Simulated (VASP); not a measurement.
# Pb (Im-3m) in VASP: further runs, part 2 of 2

VASP 6.6.1. The steps go on from the part before.

### Step 3. Relaxation of cell and atoms, PBEsol

This run uses another cell than the first one, of 30.33 Å³/atom, 0.905 times its volume.

File INCAR:

```
SYSTEM = Pb
PREC     = Accurate       ! precision mode
ENCUT    = 600            ! plane-wave cutoff, eV
EDIFF    = 1E-6           ! SCF threshold, eV
ISMEAR   = -1             ! smearing method
SIGMA    = 0.1            ! smearing width, eV
LREAL    = .FALSE.        ! projectors in reciprocal space
LASPH    = .TRUE.         ! aspherical terms in the spheres
NELM     = 60             ! most SCF steps
ALGO     = Normal         ! electronic algorithm
ISIF     = 3              ! what is computed and relaxed
LWAVE    = .FALSE.        ! write WAVECAR
LCHARG   = .FALSE.        ! write CHGCAR
GGA      = PS             ! functional
IBRION   = 2              ! ionic algorithm
NSW      = 80             ! ionic steps
EDIFFG   = -0.01          ! ionic threshold
```

File KPOINTS:

```
regular mesh
0
G
  11 11 11
  0 0 0
```

File POSCAR:

```
Pb
1.0
   -1.9646072269      1.9646072269      1.9646072269
    1.9646072269     -1.9646072269      1.9646072269
    1.9646072269      1.9646072269     -1.9646072269
Pb
1
Direct
    0.0000000000      0.0000000000      0.0000000000
```

Potentials or basis: VASP PAW PBE potentials, release 64 (Pb_d).

Run with:

```console
$ cat potpaw_PBE.64/Pb_d/POTCAR > POTCAR
$ mpirun -np 1 vasp_std > vasp.out
```

It took 46 s on 1 thread of Intel Xeon Platinum 8259CL at 2.50GHz (Skylake/Cascade Lake), shared host; peak memory 0.17 GiB.

Results (log left out):

```
Free energy                            : -3.9727 eV
Relaxed volume                         : 29.93 Å³/atom
Relaxed cell                           : a = 3.388 Å, b = 3.388 Å, c = 3.388 Å, α = 109.47°, β = 109.47°, γ = 109.47°
Space group after relaxing (to 0.05 Å) : Im-3m (No. 229)
Energy gained by relaxing              : 0.8 meV/atom
Ionic steps                            : 3
Pressure after relaxing                : 0.0 GPa
Band gap on the k mesh                 : zero (band 7 reaches 15.01 eV, above the bottom of band 8 at 5.20 eV)
```

The path:
```
step  energy change (eV)  largest force (eV/Å)  pressure (GPa)  volume (Å³)
   1              0.0000                0.0000           -0.62        30.33
   2             -0.0007                0.0000            0.18        29.82
   3             -0.0008                0.0000            0.00        29.93
```

Final structure:
```xyz
1
Lattice="-1.9559 1.9559 1.9559 1.9559 -1.9559 1.9559 1.9559 1.9559 -1.9559" Properties=species:S:1:pos:R:3 pbc="T T T"
Pb    0.0000    0.0000    0.0000
```

Levels at points of the mesh, in eV from the Fermi level:
```csv
k point,band 5,band 6,band 7,band 8,band 9,band 10
"(0.00, 0.00, 0.00)",-16.83,-11.89,7.73,7.73,7.73,11.10
```

Caveat: the PAW data sets were made with another functional, which shifts forces and pressure a little; spin-orbit coupling is left out, which moves the levels of the heavy elements.

### Step 4. Single point, PBEsol

This run uses another cell than the first one, of 29.92 Å³/atom, 0.893 times its volume.

File INCAR:

```
PREC = Accurate
ENCUT = 520
EDIFF = 1E-7
ISMEAR = -1
SIGMA = 0.1
LREAL = False
LASPH = True
NELM = 60
ALGO = Normal
ISIF = 2
LWAVE = False
LCHARG = False
GGA = PS
NBANDS = 13
```

File KPOINTS:

```
Automatic mesh
0
Gamma
  19 19 19
```

File POSCAR:

```
Pb
1.0
   -1.9556164800      1.9556164800      1.9556164800
    1.9556164800     -1.9556164800      1.9556164800
    1.9556164800      1.9556164800     -1.9556164800
Pb
1
Direct
    0.0000000000      0.0000000000      0.0000000000
```

Potentials or basis: VASP PAW PBE potentials, release 64 (Pb_d).

Run with:

```console
$ cat potpaw_PBE.64/Pb_d/POTCAR > POTCAR
$ mpirun -np 1 vasp_std > vasp.out
```

OUTCAR:

```text
PREC = Accurate
   ENCUT = 520
   EDIFF = 1E-7
   ISMEAR = -1
   LREAL = False
   LASPH = True
   NELM = 60
   ISIF = 2
   GGA = PS

 ion  position               nearest neighbor table
   1  0.000  0.000  0.000-

  LATTYP: Found a body centered cubic cell.
 ALAT       =     3.9112329600

  Lattice vectors:

 A1 = (  -1.9556164800,   1.9556164800,   1.9556164800)
 A2 = (   1.9556164800,  -1.9556164800,   1.9556164800)
[... 561 lines left out ...]
     11      17.9431      0.00000
     12      19.3417      0.00000
     13      22.3689      0.00000

 [... further k-points ...]

------------------------ aborting loop because EDIFF is reached ----------------------------------------

  FORCE on cell =-STRESS in cart. coord.  units (eV):
  Direction    XX          YY          ZZ          XY          YZ          ZX
  --------------------------------------------------------------------------------------
  -------------------------------------------------------------------------------------
  Total       -0.0157735     -0.0157735     -0.0157735      0.0000000      0.0000000     -0.0000000
  in kB       -0.8447479     -0.8447479     -0.8447479      0.0000000      0.0000000     -0.0000000
  external PRESSURE =      -0.8447479 kB  Pullay stress =       0.0000000 kB

 VOLUME and BASIS-vectors are now :
 -----------------------------------------------------------------------------
  energy-cutoff  :      520.00
  volume of cell :       29.92
      direct lattice vectors                 reciprocal lattice vectors
    -1.955616480  1.955616480  1.955616480     0.000000000  0.255673853  0.255673853
     1.955616480 -1.955616480  1.955616480     0.255673853  0.000000000  0.255673853
     1.955616480  1.955616480 -1.955616480     0.255673853  0.255673853  0.000000000

 POSITION                                       TOTAL-FORCE (eV/Angst)
 -----------------------------------------------------------------------------------
      0.00000      0.00000      0.00000         0.000000      0.000000     -0.000000
 -----------------------------------------------------------------------------------
    total drift:                               -0.000000     -0.000000     -0.000000

  FREE ENERGIE OF THE ION-ELECTRON SYSTEM (eV)
  ---------------------------------------------------
  free  energy   TOTEN  =        -3.9680959108 eV

  energy  without entropy=       -3.9486117488  energy(sigma->0) =       -3.95835383
```

OSZICAR:

```text
N       E                     dE             d eps       ncg     rms          rms(c)
DAV:   1     0.107439691536E+03    0.10744E+03   -0.72306E+03  5828   0.127E+03
DAV:   2     0.121276821018E+01   -0.10623E+03   -0.10269E+03  6025   0.313E+02
DAV:   3    -0.386719259495E+01   -0.50800E+01   -0.50536E+01  7162   0.734E+01
DAV:   4    -0.398162733145E+01   -0.11443E+00   -0.11440E+00  6900   0.116E+01
DAV:   5    -0.398658517651E+01   -0.49578E-02   -0.49577E-02  7841   0.225E+00    0.606E-01
DAV:   6    -0.397188759060E+01    0.14698E-01   -0.19360E-02  7227   0.249E+00    0.285E-01
DAV:   7    -0.396832340283E+01    0.35642E-02   -0.76235E-03  7343   0.143E+00    0.930E-02
DAV:   8    -0.396809678899E+01    0.22661E-03   -0.42129E-04  8701   0.337E-01    0.920E-03
DAV:   9    -0.396809593521E+01    0.85378E-06   -0.68055E-06  7500   0.452E-02    0.448E-03
DAV:  10    -0.396809591079E+01    0.24418E-07   -0.65012E-07  6975   0.106E-02
   1 F= -.39680959E+01 E0= -.39583538E+01  d E =-.194842E-01
```

stdout:

```text
POSCAR found type information on POSCAR Pb
 POSCAR found :  1 types and       1 ions
 scaLAPACK will be used
 -----------------------------------------------------------------------------
|                                                                             |
|                                                                             |
|     You enforced a specific xc type in the INCAR file but a different       |
|     I HOPE YOU KNOW WHAT YOU ARE DOING!                                     |
|                                                                             |
 -----------------------------------------------------------------------------

 LDA part: xc-table for (Slater+PW92), standard interpolation
 POSCAR, INCAR and KPOINTS ok, starting setup
 FFT: planning ... GRIDC
 FFT: planning ... GRID_SOFT
 FFT: planning ... GRID
 WAVECAR not read
 entering main loop
```

It took 80 s on 1 thread of Intel Xeon Platinum 8259CL at 2.50GHz (Skylake/Cascade Lake), shared host; peak memory 0.21 GiB.

Results:

- Free energy: -3.9681 eV
- Pressure: -0.1 GPa
- Band gap on the k mesh: zero (band 7 reaches 15.01 eV, above the bottom of band 8 at 5.21 eV)

Caveat: the PAW data sets were made with another functional, which shifts forces and pressure a little; spin-orbit coupling is left out, which moves the levels of the heavy elements.

### Step 5. Overview

```tsv
task	cell	k mesh	cutoff (eV)	gap on the mesh (eV)	pressure (GPa)
single point	a = 3.518 Å, angles 109.5°, 1 atom	13 × 13 × 13	520	none	-4.0
relaxation of cell and atoms	relaxed from a = 3.403 Å, angles 109.5°, 1 atom	11 × 11 × 11	600	none	0.0
single point	a = 3.387 Å, angles 109.5°, 1 atom	19 × 19 × 19	520	none	-0.1
```

Alike in all rows: level PBEsol; potentials or basis VASP PAW PBE potentials, release 64 (Pb_d); no spin polarisation; smearing fermi-dirac 0.1 eV.

Caveats: the PAW data sets were made with another functional, which shifts forces and pressure a little; spin-orbit coupling is left out, which moves the levels of the heavy elements.

Absolute energies hang on the potentials; compare differences alone.
